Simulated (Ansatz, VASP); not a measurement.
Two plane-wave programs on LaIn

File INCAR:

```
PREC     = Accurate       # precision mode
ENCUT    = 520            # plane-wave cutoff, eV
EDIFF    = 1E-8           # SCF threshold, eV
ISMEAR   = -1             # smearing method
SIGMA    = 0.05           # smearing width, eV
LREAL    = F              # projectors in reciprocal space
LASPH    = T              # aspherical terms in the spheres
NELM     = 100            # most SCF steps
ALGO     = Normal         # electronic algorithm
ISIF     = 2              # what is computed and relaxed
LWAVE    = F              # write WAVECAR
LCHARG   = F              # write CHGCAR
GGA      = CA             # functional
LEFG     = T            
NBANDS   = 19             # bands
```

The input KPOINTS:

```
Automatic mesh
0
Gamma
  9 9 9
```

The input POSCAR:

```
LaIn
1.0
    3.6706401529      0.0000000000      0.0000000000
    0.0000000000      3.6706401529      0.0000000000
    0.0000000000      0.0000000000      3.6706401529
La In
1 1
Direct
    0.5000000000      0.5000000000      0.5000000000
    0.0000000000      0.0000000000      0.0000000000
```

Input for Ansatz:

```yaml
crystal:
  lattice:
    - [3.6706401529, 0.0, 0.0]
    - [0.0, 3.6706401529, 0.0]
    - [0.0, 0.0, 3.6706401529]
  atoms:
    - { symbol: La, position: [0.5, 0.5, 0.5] }
    - { symbol: In, position: [0.0, 0.0, 0.0] }
kpoints:
  mp_grid: { grid: [9, 9, 9] }
  band_path:
    path:
      - [0.0, 0.0, 0.0]
      - [0.0, 0.5, 0.0]
      - [0.5, 0.5, 0.0]
      - [0.0, 0.0, 0.0]
      - [0.5, 0.5, 0.5]
      - [0.0, 0.5, 0.0]
      - [0.5, 0.5, 0.5]
      - [0.5, 0.5, 0.0]
    npoints: 6
scf:
  occupations: { method: fermi_dirac, width: 0.05 }
hamiltonian:
  xc: lda
  pseudopotentials: { kind: paw }
output:
  forces: true
  stress: true
  eigenvalues: true
  efg: { contact_densities: true }
  populations: true
```

Change from the starting cell: volume scaled by 0.8, PAW files.

Alike in both runs: task electric field gradients; functional LDA; k mesh 9 × 9 × 9; occupations fermi-dirac, width 0.05 eV; no spin polarisation.

|  | VASP | Ansatz |
| --- | --- | --- |
| version | VASP 6.6.1 | Ansatz 0.2.0 |
| potentials or method | VASP PAW LDA potentials, release 64 (La, In_d) | PAW with Ansatz's default frozen-core files, scalar-relativistic |
| plane-wave cutoff (eV) | 520 | 420 |
| valence electrons in the cell | 24 | 24 |

```tsv
	VASP	Ansatz	Ansatz less VASP
pressure (GPa)	11.4	11.3	-0.08
```

LDA's correlation is that of Perdew and Zunger in VASP and of Perdew and Wang (1992) in Ansatz.

Neither program's run includes spin-orbit coupling.
